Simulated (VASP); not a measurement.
Here is a VASP 6.6.1 calculation.

The input INCAR:

```
SYSTEM = WSe2
PREC     = Accurate       ! precision mode
ENCUT    = 520            ! plane-wave cutoff, eV
EDIFF    = 1E-6           ! SCF threshold, eV
ISMEAR   = 0              ! smearing method
SIGMA    = 0.02           ! smearing width, eV
LREAL    = .False.        ! projectors in reciprocal space
LASPH    = .True.         ! aspherical terms in the spheres
NELM     = 100            ! most SCF steps
ALGO     = Normal         ! electronic algorithm
ISIF     = 2              ! what is computed and relaxed
LWAVE    = .False.        ! write WAVECAR
LCHARG   = .False.        ! write CHGCAR
GGA      = PE             ! functional
IVDW     = 12             ! dispersion correction
IBRION   = 2              ! ionic algorithm
NSW      = 60             ! ionic steps
EDIFFG   = -0.008         ! ionic threshold
KPAR     = 4
```

The input KPOINTS:

```
regular mesh
0
Gamma
  12 12 2
  0 0 0
```

Contents of POSCAR:

```
WSe2
1.0
    3.2298549705      0.0000000000      0.0000000000
   -1.6149274852      2.7971364550      0.0000000000
    0.0000000000      0.0000000000     12.6009309896
W Se
2 4
Direct
    0.6666666667      0.3333333333      0.2500000000
    0.3333333333      0.6666666667      0.7500000000
    0.3333333333      0.6666666667      0.3816756628
    0.6666666667      0.3333333333      0.8816756628
    0.3333333333      0.6666666667      0.1183243372
    0.6666666667      0.3333333333      0.6183243372
```

Potentials or basis: VASP PAW PBE potentials, release 64 (W_sv, Se).

Launch:

```bash
$ cat potpaw_PBE.64/W_sv/POTCAR potpaw_PBE.64/Se/POTCAR > POTCAR
$ mpirun -np 4 vasp_std > vasp.out
```

Task: What does it give for the energy gained by relaxing?

Result: 11.5 meV/atom.

Task: Estimate the band gap on the k mesh.

Result: 0.80 eV (least direct gap 1.68 eV).

Final structure:
```
CELL_PARAMETERS angstrom
3.22985 0.00000 0.00000
-1.61493 2.79714 0.00000
0.00000 0.00000 12.60093
ATOMIC_POSITIONS crystal
W 0.66667 0.33333 0.25000
W 0.33333 0.66667 0.75000
Se 0.33333 0.66667 0.38500
Se 0.66667 0.33333 0.88500
Se 0.33333 0.66667 0.11500
Se 0.66667 0.33333 0.61500
```

Caveat: the cell differs from its parent crystal (equal strain along all axes, cell held: -1.5 %); spin-orbit coupling is left out, which moves the levels of the heavy elements. A k mesh can miss the band edges.
